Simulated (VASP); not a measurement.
Crystal: GaN.

```
Ga N
1.0
     3.18000    0.00000    0.00000
    -1.59000    2.75396    0.00000
     0.00000    0.00000    5.16600
Ga N
2 2
Direct
  0.33333 0.66667 0.00394
  0.66667 0.33333 0.50394
  0.33333 0.66667 0.38106
  0.66667 0.33333 0.88106
```

Base run:

| Property | Result |
| --- | --- |
| Program | VASP 6.6.1 |
| Functional | r2SCAN |
| Potentials or basis | VASP PAW PBE potentials, release 64 (Ga_d, N) |
| Cutoff | 520 eV |
| k mesh | 11 × 11 × 6 |
| Occupations | fermi-dirac, width 0.02 eV |
| Spin | no spin polarisation |

Its results: band gap on the k mesh 2.39 eV, direct; pressure 2.3 GPa.

Question: The run is repeated on the same cell with these changes: functional from r2SCAN to PBE; further incar settings from ALGO = Normal; EDIFF = 1e-08; NBANDS = 26 to ALGO = Normal; EDIFF = 1e-06; NBANDS = 26. What comes out?

Answer: Band gap on the k mesh 1.99 eV, direct; pressure 7.4 GPa.

Caveats: the PAW data sets were made with another functional, which shifts forces and pressure a little (some runs).

